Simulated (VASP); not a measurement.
# CuSi16 (a cell with a defect) in VASP: further runs

The runs below take CuSi16 (a cell with a defect) through single point, with PBE.

Everything below comes from runs of VASP 6.6.1. Logs are shortened: lines on timing, memory, paths and dates and some standing lists are left out, and cuts for length are marked.

### Step 1. The cell of the first run

The cell holds a defect, 17 atoms: a = 7.679 Å, b = 7.679 Å, c = 7.679 Å, α = 60.00°, β = 60.00°, γ = 60.00°.

### Step 2. Single point, PBE

INCAR

```
SYSTEM = CuSi16
  PREC = Accurate
  ENCUT = 520
  EDIFF = 1E-7
  ISMEAR = 0
  SIGMA = 0.05
  LREAL = Auto
  LASPH = .TRUE.
  NELM = 100
  ALGO = Normal
  ISIF = 2
  LWAVE = .FALSE.
  LCHARG = .TRUE.
  GGA = PE
  LELF = .TRUE.
  LVHAR = .TRUE.
  NBANDS = 52
  NELECT = 74.0
```

KPOINTS

```
regular mesh
0
G
  2 2 2
  0 0 0
```

POSCAR

```
CuSi16
1.0
    0.0000000000      5.4300000000      5.4300000000
    5.4300000000      0.0000000000      5.4300000000
    5.4300000000      5.4300000000      0.0000000000
Si Cu
16 1
Direct
   -0.0082719682      0.0007988547      0.0067174399
    0.1279630896      0.1324808041      0.1111420127
    0.0054938062      0.0022599814      0.4857092874
    0.1192972434      0.1308900439      0.6189014626
    0.0058464550      0.5044094339     -0.0145913951
    0.1280339797      0.6284562689      0.1111060530
    0.0055240931      0.5065112746      0.4856763542
    0.1293814207      0.6293389314      0.6119082965
    0.5003282975     -0.0004158757      0.0077246547
    0.6120236098      0.1127640017      0.1624054132
    0.4877734613     -0.0108693352      0.5338860218
    0.6296110955      0.1300911934      0.6193258956
    0.5004105938      0.4923193752      0.0076394754
    0.6339366282      0.6274720447      0.1110845635
    0.5024772818      0.5059322566      0.4855905779
    0.6296575583      0.6208772859      0.6192933498
    0.7343931542      0.2372623605      0.7908604368
```

Potentials or basis: VASP PAW PBE potentials, release 64 (Si, Cu).

Run with:

```console
$ cat potpaw_PBE.64/Si/POTCAR potpaw_PBE.64/Cu/POTCAR > POTCAR
$ mpirun -np 1 vasp_std > vasp.out
```

OUTCAR:

```text
SYSTEM = CuSi16
   PREC = Accurate
   ENCUT = 520
   EDIFF = 1E-7
   ISMEAR = 0
   LREAL = Auto
   LASPH = .TRUE.
   NELM = 100
   ISIF = 2
   GGA = PE
   NELECT = 74.0

 ion  position               nearest neighbor table
   1  0.992  0.001  0.007-   2 2.34   6 2.34  10 2.39   4 2.43  17 2.57
   2  0.128  0.132  0.111-   5 2.33   1 2.34   9 2.34   3 2.35
   3  0.005  0.002  0.486-   8 2.34   2 2.35   4 2.36  12 2.36  17 2.95
   4  0.119  0.131  0.619-  11 2.32   7 2.36   3 2.36  17 2.43   1 2.43
   5  0.006  0.504  0.985-  14 2.33   2 2.33   6 2.33   8 2.34
   6  0.128  0.628  0.111-   5 2.33   1 2.34  13 2.34   7 2.35
   7  0.006  0.507  0.486-   8 2.34   6 2.35   4 2.36  16 2.36  17 2.95
   8  0.129  0.629  0.612-   7 2.34   3 2.34  15 2.34   5 2.34
   9  0.500  1.000  0.008-  14 2.34   2 2.34  10 2.39  12 2.44  17 2.57
  10  0.612  0.113  0.162-  11 2.33  17 2.33   9 2.39  13 2.39   1 2.39
  11  0.488  0.989  0.534-  12 2.32  16 2.32   4 2.32  10 2.33
  12  0.630  0.130  0.619-  11 2.32  15 2.36   3 2.36  17 2.42   9 2.44
  13  0.500  0.492  0.008-  14 2.34   6 2.34  10 2.39  16 2.43  17 2.57
  14  0.634  0.627  0.111-   5 2.33   9 2.34  13 2.34  15 2.35
  15  0.502  0.506  0.486-   8 2.34  14 2.35  16 2.36  12 2.36  17 2.93
  16  0.630  0.621  0.619-  11 2.32  15 2.36   7 2.36  17 2.42  13 2.43
  17  0.734  0.237  0.791-  10 2.33  12 2.42  16 2.42   4 2.43   9 2.57  13 2.57   1 2.57  15 2.93
                             3 2.95   7 2.95

  LATTYP: Found a face centered cubic cell.
 ALAT       =    10.8600000000

  Lattice vectors:

 A1 = (   0.0000000000,   5.4300000000,   5.4300000000)
 A2 = (   5.4300000000,   0.0000000000,   5.4300000000)
 A3 = (   5.4300000000,   5.4300000000,   0.0000000000)

Analysis of symmetry for initial positions (statically):
=====================================================================
 Subroutine PRICEL returns:
 Original cell was already a primitive cell.

 Routine SETGRP: Setting up the symmetry group for a
 face centered cubic supercell.

 Subroutine GETGRP returns: Found  1 space group operations
 (whereof  1 operations were pure point group operations)
 out of a pool of 48 trial point group operations.

The static configuration has the point symmetry C_1 .

Analysis of symmetry for dynamics (positions and initial velocities):
=====================================================================
 Subroutine PRICEL returns:
 Original cell was already a primitive cell.

 Routine SETGRP: Setting up the symmetry group for a
 face centered cubic supercell.

 Subroutine GETGRP returns: Found  1 space group operations
 (whereof  1 operations were pure point group operations)
 out of a pool of 48 trial point group operations.

The dynamic configuration has the point symmetry C_1 .

 Subroutine INISYM returns: Found  1 space group operations
 (whereof  1 operations are pure point group operations),
 and found     1 'primitive' translations

----------------------------------------------------------------------------------------

                                     Primitive cell

  volume of cell :     320.2060

  direct lattice vectors                    reciprocal lattice vectors
     0.000000000  5.430000000  5.430000000    -0.092081031  0.092081031  0.092081031
     5.430000000  0.000000000  5.430000000     0.092081031 -0.092081031  0.092081031
     5.430000000  5.430000000  0.000000000     0.092081031  0.092081031 -0.092081031

  length of vectors
     7.679179644  7.679179644  7.679179644     0.159489025  0.159489025  0.159489025

  position of ions in fractional coordinates (direct lattice)
     0.991728032  0.000798855  0.006717440
     0.127963090  0.132480804  0.111142013
     0.005493806  0.002259981  0.485709287
     0.119297243  0.130890044  0.618901463
     0.005846455  0.504409434  0.985408605
     0.128033980  0.628456269  0.111106053
[... 9 lines left out ...]
     0.629657558  0.620877286  0.619293350
     0.734393154  0.237262360  0.790860437

  ion indices of the primitive-cell ions
   primitive index   ion index
                 1           1
                 2           2
                 3           3
                 4           4
                 5           5
                 6           6
[... 9 lines left out ...]
                16          16
                17          17

----------------------------------------------------------------------------------------

 KPOINTS: regular mesh

Automatic generation of k-mesh.
 Grid dimensions read from file:
 generate k-points for:    2    2    2

 Generating k-lattice:

  Cartesian coordinates                     Fractional coordinates (reciprocal lattice)
    -0.046040516  0.046040516  0.046040516     0.500000000  0.000000000  0.000000000
     0.046040516 -0.046040516  0.046040516     0.000000000  0.500000000  0.000000000
     0.046040516  0.046040516 -0.046040516     0.000000000  0.000000000  0.500000000

  Length of vectors
     0.079744512  0.079744512  0.079744512

  Shift w.r.t. Gamma in fractional coordinates (k-lattice)
     0.000000000  0.000000000  0.000000000

 Subroutine IBZKPT returns following result:
 ===========================================

 Found      8 irreducible k-points:

 Following reciprocal coordinates:
            Coordinates               Weight
  0.000000  0.000000  0.000000      1.000000
  0.500000  0.000000  0.000000      1.000000
  0.000000  0.500000  0.000000      1.000000
  0.000000  0.000000  0.500000      1.000000
  0.500000  0.500000  0.500000      1.000000
  0.500000  0.500000  0.000000      1.000000
  0.000000  0.500000  0.500000      1.000000
  0.500000  0.000000  0.500000      1.000000
   k-points           NKPTS =      8   k-points in BZ     NKDIM =      8   number of bands    NBANDS=     52
   number of dos      NEDOS =    301   number of ions     NIONS =     17
   total plane-waves  NPLWV = 216000
   dimension x,y,z NGX =    60 NGY =   60 NGZ =   60
   dimension x,y,z NGXF=   120 NGYF=  120 NGZF=  120
   ions per type =              16   1
   NGX,Y,Z   is equivalent  to a cutoff of  12.99, 12.99, 12.99 a.u.
   NGXF,Y,Z  is equivalent  to a cutoff of  25.98, 25.98, 25.98 a.u.
 SYSTEM =  CuSi16
   PREC   = accura    normal or accurate (medium, high low for compatibility)
   ISTART =      0    job   : 0-new  1-cont  2-samecut
   ICHARG =      2    charge: 1-file 2-atom 10-const
   ISPIN  =      1    spin polarized calculation?
   LNONCOLLINEAR =      F non collinear calculations
   LSORBIT =      F    spin-orbit coupling
   LASPH  =      T    aspherical Exc in radial PAW
   ENCUT  =  520.0 eV  38.22 Ry    6.18 a.u.  14.28 14.28 14.28*2*pi/ulx,y,z
   NELM   =    100;   NELMIN=  2; NELMDL= -5     # of ELM steps
   EDIFF  = 0.1E-06   stopping-criterion for ELM
   LREAL  =      T    real-space projection
   EDIFFG = 0.1E-05   stopping-criterion for IOM
   NSW    =      0    number of steps for IOM
   IBRION =     -1    ionic relax: 0-MD 1-quasi-New 2-CG
   NFREE  =      0    steps in history (QN), initial steepest desc. (CG)
   ISIF   =      2    stress and relaxation
   ISYM   =      2    0-nonsym 1-usesym 2-fastsym
   POTIM  = 0.5000    time-step for ionic-motion
   TEBEG  =    0.0;   TEEND  =   0.0 temperature during run
   PSTRESS=    0.0 pullay stress
   NELECT =      74.0000    total number of electrons
   NUPDOWN=      -1.0000    fix difference up-down
   EMIN   =  10.00;   EMAX   =-10.00  energy-range for DOS
   EFERMI =   0.00;   METHOD = LEGACY
   ISMEAR =     0;   SIGMA  =   0.05  broadening in eV -4-tet -1-fermi 0-gaus
   EFERMI_NEDOS =   21; number of points for ismear=-14 and -15
   IALGO  =     38    algorithm
   IMIX   =      4    mixing-type and parameters
     AMIX     =   0.40;   BMIX     =  1.00
     AMIX_MAG =   1.60;   BMIX_MAG =  1.00
  volume/ion in A,a.u.               =      18.84       127.11
  Fermi-wavevector in a.u.,A,eV,Ry     =   1.004636  1.898488 13.732283  1.009294
  Thomas-Fermi vector in A             =   2.137265
   LORBIT       =      0    0 simple, 1 ext, 2 COOP (PROOUT), +10 PAW based schemes
   GGA     = PE    functional components
   LHFCALC =     F    Hartree Fock is set to
   AEXX    =    0.0000 exact exchange contribution
   IVDW    =     0    specifies the selected vdW correction
   LEPSILON=     F    determine dielectric tensor
   LRPA    =     F    only Hartree local field effects (RPA)
 non-spin polarized calculation
 Gauss-broadening in eV      SIGMA  =   0.05
  energy-cutoff  :      520.00
  volume of cell :      320.21
 maximum number of plane-waves:      8646
 NGX is ok and might be reduce to    60
   NGX = 29   NGY = 29   NGZ = 29

 number of electron      74.0000001 magnetization

 Free energy of the ion-electron system (eV)
  ---------------------------------------------------
  ext. energy  EPLUGINS =         0.00000000
  ---------------------------------------------------
  free energy    TOTEN  =       -94.22048288 eV

  energy without entropy =      -94.22048286  energy(sigma->0) =      -94.22048287

 E-fermi :   6.3773     XC(G=0):  -9.6081

 val. band max:        6.1954805479   @ k =   0.0000   0.0000   0.0000
 cond. band min:       6.5560960292   @ k =   0.0000   0.0000   0.0000
 fundamental gap:      0.3606154813
 Fermi energy:         6.3772692585

 k-point     1 :       0.0000    0.0000    0.0000
  band No.  band energies     occupation
      1      -5.8947      2.00000
      2      -3.5493      2.00000
      3      -3.5060      2.00000
      4      -3.4722      2.00000
      5      -3.4699      2.00000
      6      -2.0442      2.00000
[... 41 lines left out ...]
     48       8.4548      0.00000
     49       8.7610      0.00000

 k-point     2 :       0.5000    0.0000    0.0000
  band No.  band energies     occupation
      1      -5.2277      2.00000
      2      -4.9318      2.00000
      3      -3.2959      2.00000
      4      -3.2641      2.00000
      5      -3.1644      2.00000
      6      -3.0416      2.00000
[... 304 lines left out ...]
 k-point     8 :       0.5000    0.0000    0.5000
  band No.  band energies     occupation
      1      -4.9312      2.00000
      2      -4.7236      2.00000
      3      -3.8689      2.00000
      4      -3.7782      2.00000
      5      -3.7468      2.00000
      6      -3.7371      2.00000
[... 41 lines left out ...]
     48      10.5043      0.00000
     49      10.5107      0.00000
 [bands above 49 left out]

------------------------ aborting loop because EDIFF is reached ----------------------------------------

  FORCE on cell =-STRESS in cart. coord.  units (eV):
  Direction    XX          YY          ZZ          XY          YZ          ZX
  --------------------------------------------------------------------------------------
  -------------------------------------------------------------------------------------
  Total       -1.8273693     -1.8501854     -1.8254818      0.2087863     -0.2013599     -0.0708361
  in kB       -9.1433936     -9.2575560     -9.1339496      1.0446793     -1.0075211     -0.3544342
  external PRESSURE =      -9.1782997 kB  Pullay stress =       0.0000000 kB

 VOLUME and BASIS-vectors are now :
 -----------------------------------------------------------------------------
  energy-cutoff  :      520.00
  volume of cell :      320.21
      direct lattice vectors                 reciprocal lattice vectors
     0.000000000  5.430000000  5.430000000    -0.092081031  0.092081031  0.092081031
     5.430000000  0.000000000  5.430000000     0.092081031 -0.092081031  0.092081031
     5.430000000  5.430000000  0.000000000     0.092081031  0.092081031 -0.092081031

 POSITION                                       TOTAL-FORCE (eV/Angst)
 -----------------------------------------------------------------------------------
      0.04081      5.42156      5.38942        -0.000330     -0.003283     -0.000504
      1.32287      1.29834      1.41421         0.004297      0.008791      0.001262
      2.64967      2.66723      0.04210        -0.004720     -0.011792     -0.004417
      4.07137      4.00842      1.35852        -0.000643      0.020154      0.001541
      8.08971      5.38251      2.77069         0.000013     -0.005397     -0.000422
      4.01582      1.29853      4.10774        -0.001494      0.008473     -0.005026
[... 9 lines left out ...]
      6.73413      6.78180      6.79040         0.008104      0.013460      0.009188
      5.58271      8.28213      5.27609         0.000191      0.007743      0.000876
 -----------------------------------------------------------------------------------
    total drift:                                0.002935     -0.000915     -0.003583

  FREE ENERGIE OF THE ION-ELECTRON SYSTEM (eV)
  ---------------------------------------------------
  free  energy   TOTEN  =       -94.2204828836 eV

  energy  without entropy=      -94.2204828638  energy(sigma->0) =      -94.22048287
```

Run time: 3.4 min. Hardware: 1 thread of Intel Xeon 6975P-C (Granite Rapids), shared host; peak memory 0.5 GiB.

What came out:

```
Free energy   : -94.2205 eV
Largest force : 0.035 eV/Å
```

Forces on the atoms (eV/Å):
```
Si   0.000 -0.003 -0.001
Si   0.004  0.009  0.001
Si  -0.005 -0.012 -0.004
Si  -0.001  0.020  0.002
Si   0.000 -0.005  0.000
Si  -0.001  0.008 -0.005
Si   0.004 -0.011  0.004
Si  -0.003  0.009  0.003
Si  -0.006 -0.033  0.009
Si   0.004  0.029 -0.003
Si   0.001 -0.014 -0.002
Si  -0.009  0.013 -0.007
Si  -0.008 -0.032  0.005
Si   0.005  0.010 -0.005
Si   0.006 -0.009 -0.007
Si   0.008  0.013  0.009
Cu   0.000  0.008  0.001
```

Caveat: the k points lie up to 0.50 Å⁻¹ apart; the cell carries a net charge on a neutralising background, which shifts energy and pressure; the cell is charged against a uniform background, so pressure and absolute levels hang on convention.

### Step 3. Single point, PBE

INCAR

```
ALGO = Normal ; EDIFF = 1E-6
ENCUT = 520 ; GGA = PE
ISIF = 2 ; ISMEAR = 0
LASPH = True ; LCHARG = False
LREAL = Auto ; LWAVE = False
NBANDS = 52 ; NELECT = 74.0
NELM = 80 ; PREC = Accurate
SIGMA = 0.05
```

KPOINTS

```
k-points
0
Gamma
  2 2 2
```

POSCAR

```
CuSi16
1.0
    0.0000000000      5.4300000000      5.4300000000
    5.4300000000      0.0000000000      5.4300000000
    5.4300000000      5.4300000000      0.0000000000
Si Cu
16 1
Direct
   -0.0078470634     -0.0029392365      0.0140014198
    0.1250551873      0.1328058285      0.1176376463
   -0.0046923488      0.0039707996      0.5061381297
    0.1230496041      0.1184985251      0.6395353541
    0.0126269336      0.5126896417     -0.0380265083
    0.1242638891      0.6246319537      0.1179550043
   -0.0057324752      0.4941530804      0.5058616329
    0.1364365821      0.6356920083      0.5904502768
    0.4973180970     -0.0026238242      0.0143880217
    0.6203022303      0.1210456862      0.1397272509
    0.4959367376     -0.0039700561      0.5132281199
    0.6193520995      0.1188910205      0.6399563662
    0.4966854762      0.4928539647      0.0141531882
    0.6326413056      0.6251195442      0.1182313639
    0.5046547165      0.4947616476      0.5066209824
    0.6186502937      0.6232255244      0.6396662256
    0.8885849249      0.3877524321      0.3329855657
```

Potentials or basis: VASP PAW PBE potentials, release 64 (Si, Cu).

Run with:

```console
$ cat potpaw_PBE.64/Si/POTCAR potpaw_PBE.64/Cu/POTCAR > POTCAR
$ mpirun -np 1 vasp_std > vasp.out
```

Wall time 3.3 min (1 thread of Intel Xeon 6975P-C (Granite Rapids), shared host); peak memory 0.49 GiB.

It converged, with:

```yaml
Free_energy: -94.2208 eV
Largest_force: 0.022 eV/Å
```

Forces on the atoms (eV/Å):
```
Si  -0.006  0.008  0.003
Si   0.005  0.010 -0.007
Si  -0.008 -0.010  0.003
Si   0.003 -0.001 -0.006
Si  -0.005 -0.015  0.008
Si   0.002  0.003  0.006
Si  -0.003 -0.006  0.012
Si   0.014  0.010 -0.003
Si   0.002 -0.002  0.000
Si  -0.008  0.000 -0.016
Si   0.004 -0.002  0.011
Si  -0.004  0.001  0.002
Si   0.006 -0.006  0.001
Si  -0.003  0.008  0.001
Si  -0.010 -0.020  0.003
Si   0.001  0.009 -0.006
Cu   0.011  0.013 -0.012
```

Levels at points of the mesh, in eV from the Fermi level:
| k point | band 35 | band 36 | band 37 | band 38 | band 39 | band 40 |
| --- | --- | --- | --- | --- | --- | --- |
| (0.00, 0.00, 0.00) | -0.64 | -0.19 | -0.19 | 0.18 | 0.61 | 0.61 |
| (0.50, 0.00, 0.00) | -0.84 | -0.76 | -0.67 | 0.59 | 1.09 | 1.29 |
| (0.00, 0.50, 0.00) | -0.84 | -0.76 | -0.68 | 0.59 | 1.09 | 1.29 |
| (0.00, 0.00, 0.50) | -0.91 | -0.72 | -0.72 | 0.42 | 1.26 | 1.34 |
| (0.50, 0.50, 0.50) | -0.84 | -0.76 | -0.66 | 0.59 | 1.09 | 1.29 |
| (0.50, 0.50, 0.00) | -1.44 | -1.41 | -0.96 | 0.67 | 1.06 | 2.03 |
| (0.00, 0.50, 0.50) | -1.43 | -1.41 | -0.95 | 0.67 | 1.06 | 2.03 |
| (0.50, 0.00, 0.50) | -1.43 | -1.41 | -0.95 | 0.67 | 1.06 | 2.03 |

Caveat: the k points lie up to 0.50 Å⁻¹ apart; the cell carries a net charge on a neutralising background, which shifts energy and pressure; the cell is charged against a uniform background, so pressure and absolute levels hang on convention.

[end of part 1 of 2]
